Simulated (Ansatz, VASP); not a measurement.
**MoS2 in VASP and in Ansatz**

```
Mo S
1.0
     1.55313    0.89670    5.99017
    -1.55313    0.89670    5.99017
     0.00000   -1.79340    5.99017
Mo S
1 2
Direct
  0.00000 0.00000 0.00000
  0.25000 0.25000 0.25000
  0.75000 0.75000 0.75000
```

Alike in both runs: task single point; functional r2SCAN; k mesh 10 × 10 × 10; occupations fermi-dirac, width 0.05 eV; no spin polarisation.

|  | VASP | Ansatz |
| --- | --- | --- |
| version | VASP 6.6.1 | Ansatz 0.2.0 |
| potentials or method | VASP PAW PBE potentials, release 64 (Mo_sv, S) | Ansatz PAW |
| plane-wave cutoff (eV) | 520 | 500 |
| valence electrons in the cell | 26 | 26 |

Ansatz gave:

* gap on the k mesh at the Fermi level (eV): none
* pressure (GPa): 18.9
* traceless stress, the component that is largest in VASP (GPa): 2.33
* rms of the force components (eV/Å): 0.956

**Question.** Which values does VASP return?

**Answer.** gap on the k mesh at the Fermi level (eV): none; pressure (GPa): 19.0; traceless stress, the component that is largest in VASP (GPa): 2.30; rms of the force components (eV/Å): 0.957.

VASP's potentials were made for PBE, not for r2SCAN. Atom by atom the forces differ by 0.001 eV/Å (rms over components). A gap of «none» marks a metal or a gap that the smearing closes. With one functional, cell and mesh, what is left measures potentials, basis and numerics.
